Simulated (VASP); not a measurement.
A run of VASP 6.6.1 is set up as follows.

The input INCAR:

```
SYSTEM = Al3InSb4
PREC = Accurate
ENCUT = 500
EDIFF = 1E-7
ISMEAR = 0
SIGMA = 0.02
LREAL = .False.
LASPH = .True.
NELM = 120
ALGO = Normal
ISIF = 3
LWAVE = .False.
LCHARG = .False.
GGA = PE
IBRION = 2
NSW = 100
EDIFFG = -0.01
GGA_COMPAT = .False.
NELMIN = 4
```

The input KPOINTS:

```
regular mesh
0
Gamma
  6 6 4
  0 0 0
```

POSCAR

```
Al3InSb4
1.0
    4.4916246494      0.0000000000      0.0000000000
    0.0000000000      4.4916246494      0.0000000000
    0.0000000000      0.0000000000     12.5203495036
Al In Sb
3 1 4
Direct
    0.0000000000      0.0000000000      0.7575753161
    0.5000000000      0.5000000000      0.0000000000
    0.0000000000      0.0000000000      0.2424246839
    0.5000000000      0.5000000000      0.5000000000
    0.5000000000      0.0000000000      0.1212077392
    0.0000000000      0.5000000000      0.3619590911
    0.5000000000      0.0000000000      0.6380409089
    0.0000000000      0.5000000000      0.8787922608
```

Potentials or basis: VASP PAW PBE potentials, release 64 (Al, In_d, Sb).

Run with:

```sh
$ cat potpaw_PBE.64/Al/POTCAR potpaw_PBE.64/In_d/POTCAR potpaw_PBE.64/Sb/POTCAR > POTCAR
$ mpirun -np 1 vasp_std > vasp.out
```

What does it give for the space group after relaxing (to 0.1 Å)?

P-4m2 (No. 115).

Estimate the relaxed cell.

a = 4.476 Å, b = 4.476 Å, c = 12.649 Å, α = 90.00°, β = 90.00°, γ = 90.00°.

The path:
```tsv
step	energy change (eV)	largest force (eV/Å)	pressure (GPa)	volume (Å³)
1	0.0000	0.0359	0.16	252.59
2	-0.0024	0.0233	-0.05	253.72
3	-0.0027	0.0145	-0.18	254.49
4	-0.0040	0.0130	-0.05	253.79
5	-0.0041	0.0139	-0.03	253.67
6	-0.0041	0.0140	-0.03	253.65
7	-0.0041	0.0064	0.01	253.45
```
